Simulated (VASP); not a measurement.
# SiC (P6_3mc) in VASP: settings compared

SiC is run at these levels: PBE, LDA; tasks: single point.

Program: VASP 6.6.1. These are calculated values, not measurements. Logs are shortened: lines on timing, memory, paths and dates and some standing lists are left out, and cuts for length are marked.

### Step 1. The cell of the first run

The structure is hexagonal, space group P6_3mc (No. 186). The conventional cell has a = 3.078 Å, b = 3.078 Å, c = 10.077 Å, α = 90.00°, β = 90.00°, γ = 120.00°. Within 2.5 Å of Si (site symmetry 3m) lie 4 C at 1.89 Å. Within 2.5 Å of Si (site symmetry 3m) lie 4 C at 1.88 to 1.89 Å. Within 2.5 Å of C (site symmetry 3m) lie 4 Si at 1.88 to 1.89 Å. C (site symmetry 3m) has 4 Si at 1.89 Å within 2.5 Å.

### Step 2. Single point, PBE

Contents of INCAR:

```
PREC = Accurate
ENCUT = 520
EDIFF = 1E-7
ISMEAR = 0
SIGMA = 0.01
LREAL = False
LASPH = True
NELM = 60
ALGO = Normal
ISIF = 2
LWAVE = False
LCHARG = False
GGA = PE
NBANDS = 26
```

Contents of KPOINTS:

```
regular mesh
0
Gamma
  6 6 2
```

Contents of POSCAR:

```
SiC
1.0
    3.0775549649      0.0000000000      0.0000000000
   -1.5387774824      2.6652407811      0.0000000000
    0.0000000000      0.0000000000     10.0767216789
Si C
4 4
Direct
    0.6666666667      0.3333333333      0.9378415300
    0.3333333333      0.6666666667      0.4378415300
    0.0000000000      0.0000000000      0.6878903910
    0.0000000000      0.0000000000      0.1878903910
    0.6666666667      0.3333333333      0.7498007685
    0.3333333333      0.6666666667      0.2498007685
    0.0000000000      0.0000000000      0.5004663105
    0.0000000000      0.0000000000      0.0004663105
```

Potentials or basis: VASP PAW PBE potentials, release 64 (Si, C).

Command:

```sh
$ cat potpaw_PBE.64/Si/POTCAR potpaw_PBE.64/C/POTCAR > POTCAR
$ mpirun -np 1 vasp_std > vasp.out
```

OUTCAR:

```text
PREC = Accurate
   ENCUT = 520
   EDIFF = 1E-7
   ISMEAR = 0
   LREAL = False
   LASPH = True
   NELM = 60
   ISIF = 2
   GGA = PE

 ion  position               nearest neighbor table
   1  0.667  0.333  0.938-   8 1.89   8 1.89   8 1.89   5 1.89   3 3.08   3 3.08   3 3.08   4 3.08
                             4 3.08   4 3.08
   2  0.333  0.667  0.438-   7 1.89   7 1.89   7 1.89   6 1.89   4 3.08   4 3.08   4 3.08   3 3.08
                             3 3.08   3 3.08
   3  0.000  0.000  0.688-   5 1.88   5 1.88   5 1.88   7 1.89   1 3.08   1 3.08   1 3.08   2 3.08
                             2 3.08   2 3.08
   4  0.000  0.000  0.188-   6 1.88   6 1.88   6 1.88   8 1.89   2 3.08   2 3.08   2 3.08   1 3.08
                             1 3.08   1 3.08
   5  0.667  0.333  0.750-   3 1.88   3 1.88   3 1.88   1 1.89
   6  0.333  0.667  0.250-   4 1.88   4 1.88   4 1.88   2 1.89
   7  0.000  0.000  0.500-   2 1.89   2 1.89   2 1.89   3 1.89
   8  0.000  0.000  0.000-   1 1.89   1 1.89   1 1.89   4 1.89

  LATTYP: Found a hexagonal cell.
 ALAT       =     3.0775549649
 C/A-ratio  =     3.2742621314

  Lattice vectors:

 A1 = (   3.0775549649,   0.0000000000,   0.0000000000)
 A2 = (  -1.5387774824,   2.6652407811,   0.0000000000)
 A3 = (   0.0000000000,   0.0000000000,  10.0767216789)

Analysis of symmetry for initial positions (statically):
=====================================================================
 Subroutine PRICEL returns:
 Original cell was already a primitive cell.

 Routine SETGRP: Setting up the symmetry group for a
 hexagonal supercell.

 Subroutine GETGRP returns: Found 12 space group operations
 (whereof  6 operations were pure point group operations)
 out of a pool of 24 trial point group operations.

The static configuration has the point symmetry C_3v.
 The point group associated with its full space group is C_6v.

Analysis of symmetry for dynamics (positions and initial velocities):
=====================================================================
 Subroutine PRICEL returns:
 Original cell was already a primitive cell.

 Routine SETGRP: Setting up the symmetry group for a
 hexagonal supercell.

 Subroutine GETGRP returns: Found 12 space group operations
 (whereof  6 operations were pure point group operations)
 out of a pool of 24 trial point group operations.

The dynamic configuration has the point symmetry C_3v.
[... 104 lines left out ...]
   NSW    =      0    number of steps for IOM
   IBRION =     -1    ionic relax: 0-MD 1-quasi-New 2-CG
   NFREE  =      0    steps in history (QN), initial steepest desc. (CG)
   ISIF   =      2    stress and relaxation
   ISYM   =      2    0-nonsym 1-usesym 2-fastsym
   POTIM  = 0.5000    time-step for ionic-motion
   TEBEG  =    0.0;   TEEND  =   0.0 temperature during run
   PSTRESS=    0.0 pullay stress
   NELECT =      32.0000    total number of electrons
   NUPDOWN=      -1.0000    fix difference up-down
   EMIN   =  10.00;   EMAX   =-10.00  energy-range for DOS
   EFERMI =   0.00;   METHOD = LEGACY
   ISMEAR =     0;   SIGMA  =   0.01  broadening in eV -4-tet -1-fermi 0-gaus
   EFERMI_NEDOS =   21; number of points for ismear=-14 and -15
   IALGO  =     38    algorithm
   IMIX   =      4    mixing-type and parameters
     AMIX     =   0.40;   BMIX     =  1.00
     AMIX_MAG =   1.60;   BMIX_MAG =  1.00
  volume/ion in A,a.u.               =      10.33        69.72
  Fermi-wavevector in a.u.,A,eV,Ry     =   1.193175  2.254775 19.370175  1.423668
  Thomas-Fermi vector in A             =   2.329196
   LORBIT       =      0    0 simple, 1 ext, 2 COOP (PROOUT), +10 PAW based schemes
   GGA     = PE    functional components
   LHFCALC =     F    Hartree Fock is set to
   AEXX    =    0.0000 exact exchange contribution
   IVDW    =     0    specifies the selected vdW correction
   LEPSILON=     F    determine dielectric tensor
   LRPA    =     F    only Hartree local field effects (RPA)
 non-spin polarized calculation
 Gauss-broadening in eV      SIGMA  =   0.01
  energy-cutoff  :      520.00
  volume of cell :       82.65
 maximum number of plane-waves:      2256
 NGX is ok and might be reduce to    24
   NGX = 11   NGY = 11   NGZ = 37

 number of electron      32.0000001 magnetization

 Free energy of the ion-electron system (eV)
  ---------------------------------------------------
  ext. energy  EPLUGINS =         0.00000000
  ---------------------------------------------------
  free energy    TOTEN  =       -60.21237395 eV

  energy without entropy =      -60.21237395  energy(sigma->0) =      -60.21237395

 E-fermi :   8.2541     XC(G=0): -11.3583

 val. band max:        8.1945130659   @ k =   0.0000   0.0000   0.0000
 cond. band min:      10.4166900799   @ k =   0.5000   0.0000   0.0000
 fundamental gap:      2.2221770140
 Fermi energy:         8.2540853408

 k-point     1 :       0.0000    0.0000    0.0000
  band No.  band energies     occupation
      1      -7.2992      2.00000
      2      -6.1211      2.00000
      3      -6.0845      2.00000
      4      -3.7286      2.00000
      5      -0.4257      2.00000
      6       3.8088      2.00000
[... 395 lines left out ...]
     25      18.4750      0.00000
     26      18.4808      0.00000

------------------------ aborting loop because EDIFF is reached ----------------------------------------

  FORCE on cell =-STRESS in cart. coord.  units (eV):
  Direction    XX          YY          ZZ          XY          YZ          ZX
  --------------------------------------------------------------------------------------
  -------------------------------------------------------------------------------------
  Total        1.8293589      1.8293589      1.7004691      0.0000000     -0.0000000     -0.0000000
  in kB       35.4607542     35.4607542     32.9623221      0.0000000     -0.0000000     -0.0000000
  external PRESSURE =      34.6279435 kB  Pullay stress =       0.0000000 kB

 VOLUME and BASIS-vectors are now :
 -----------------------------------------------------------------------------
  energy-cutoff  :      520.00
  volume of cell :       82.65
      direct lattice vectors                 reciprocal lattice vectors
     3.077554965  0.000000000  0.000000000     0.324933271  0.187600311  0.000000000
    -1.538777482  2.665240781  0.000000000     0.000000000  0.375200622  0.000000000
     0.000000000  0.000000000 10.076721679     0.000000000  0.000000000  0.099238625

 POSITION                                       TOTAL-FORCE (eV/Angst)
 -----------------------------------------------------------------------------------
      1.53878      0.88841      9.45037         0.000000      0.000000      0.002373
     -0.00000      1.77683      4.41201         0.000000      0.000000      0.002373
      0.00000      0.00000      6.93168         0.000000     -0.000000      0.006847
      0.00000      0.00000      1.89332        -0.000000      0.000000      0.006847
      1.53878      0.88841      7.55553        -0.000000      0.000000     -0.001419
     -0.00000      1.77683      2.51717        -0.000000     -0.000000     -0.001419
      0.00000      0.00000      5.04306        -0.000000     -0.000000     -0.007801
      0.00000      0.00000      0.00470         0.000000      0.000000     -0.007801
 -----------------------------------------------------------------------------------
    total drift:                               -0.000000     -0.000000      0.000016

  FREE ENERGIE OF THE ION-ELECTRON SYSTEM (eV)
  ---------------------------------------------------
  free  energy   TOTEN  =       -60.2123739467 eV

  energy  without entropy=      -60.2123739467  energy(sigma->0) =      -60.21237395
```

stdout:

```text
POSCAR found type information on POSCAR SiC
 POSCAR found :  2 types and       8 ions
 scaLAPACK will be used
 LDA part: xc-table for (Slater+PW92), standard interpolation
 POSCAR, INCAR and KPOINTS ok, starting setup
 FFT: planning ... GRIDC
 FFT: planning ... GRID_SOFT
 FFT: planning ... GRID
 WAVECAR not read
 entering main loop
```

Run time: 30 s. Hardware: 1 thread of Intel Xeon Platinum 8259CL at 2.50GHz (Skylake/Cascade Lake), shared host; peak memory 0.2 GiB.

Results:

* Free energy: -60.2124 eV
* Pressure: 3.5 GPa
* Largest force: 0.008 eV/Å
* Band gap on the k mesh: 2.22 eV, indirect (least direct gap 3.34 eV)

Forces on the atoms (eV/Å):
```
Si   0.000  0.000  0.002
Si   0.000  0.000  0.002
Si   0.000  0.000  0.007
Si   0.000  0.000  0.007
C    0.000  0.000 -0.001
C    0.000  0.000 -0.001
C    0.000  0.000 -0.008
C    0.000  0.000 -0.008
```

Stress tensor (GPa, compression positive):
```
3.55 0.00 0.00
0.00 3.55 0.00
0.00 0.00 3.30
```

Levels at points of the mesh, in eV from the valence-band top:
```csv
k point,band 13,band 14,band 15,band 16,band 17,band 18,band 19,band 20
"(0.00, 0.00, 0.00)",-0.58,-0.05,0.00,0.00,5.10,5.68,6.30,6.32
"(0.50, 0.00, 0.00)",-2.36,-2.22,-1.58,-1.12,2.22,2.35,4.22,4.75
"(0.00, 0.00, 0.50)",-0.21,-0.21,-0.21,-0.21,5.31,5.31,6.77,6.77
"(0.50, 0.00, 0.50)",-2.50,-2.50,-1.55,-1.55,2.64,2.64,4.21,4.21
```

### Step 3. Single point, LDA

This run uses another cell than the first one, of 10.14 Å³/atom, 0.981 times its volume.

Contents of INCAR:

```
SYSTEM = SiC
ALGO = Normal
EDIFF = 1E-6
ENCUT = 520
GGA = CA
ISIF = 2
ISMEAR = -1
LASPH = .True.
LCHARG = .True.
LELF = .True.
LREAL = .False.
LVHAR = .True.
LWAVE = .False.
NBANDS = 26
NELM = 80
PREC = Accurate
SIGMA = 0.02
```

Contents of KPOINTS:

```
k-points
0
Gamma
  12 12 2
  0 0 0
```

Contents of POSCAR:

```
SiC
1.0
    3.0583970135      0.0000000000      0.0000000000
   -1.5291985067      2.6486495086      0.0000000000
    0.0000000000      0.0000000000     10.0124736177
Si C
4 4
Direct
    0.6666666667      0.3333333333      0.9378455343
    0.3333333333      0.6666666667      0.4378455343
    0.0000000000      0.0000000000      0.6878955280
    0.0000000000      0.0000000000      0.1878955280
    0.6666666667      0.3333333333      0.7498051701
    0.3333333333      0.6666666667      0.2498051701
    0.0000000000      0.0000000000      0.5004527677
    0.0000000000      0.0000000000      0.0004527677
```

Potentials or basis: VASP PAW LDA potentials, release 64 (Si, C).

Command:

```sh
$ cat potpaw_LDA.64/Si/POTCAR potpaw_LDA.64/C/POTCAR > POTCAR
$ mpirun -np 1 vasp_std > vasp.out
```

It took 59 s on 1 thread of Intel Xeon Platinum 8259CL at 2.50GHz (Skylake/Cascade Lake), shared host; peak memory 0.2 GiB.

Results (log left out):

```yaml
Free_energy: -66.5800 eV
Pressure: 0.4 GPa
Band_gap_on_the_k_mesh: 2.17 eV, indirect (least direct gap 3.30 eV)
```

Levels at points of the mesh, in eV from the valence-band top:
```csv
k point,band 14,band 15,band 16,band 17,band 18,band 19
"(0.00, 0.00, 0.00)",-0.05,0.00,0.00,5.22,5.79,6.43
"(0.50, 0.00, 0.00)",-2.24,-1.60,-1.13,2.17,2.30,4.18
"(0.00, 0.00, 0.50)",-0.21,-0.21,-0.21,5.43,5.43,6.91
"(0.50, 0.00, 0.50)",-2.54,-1.57,-1.57,2.58,2.58,4.17
```
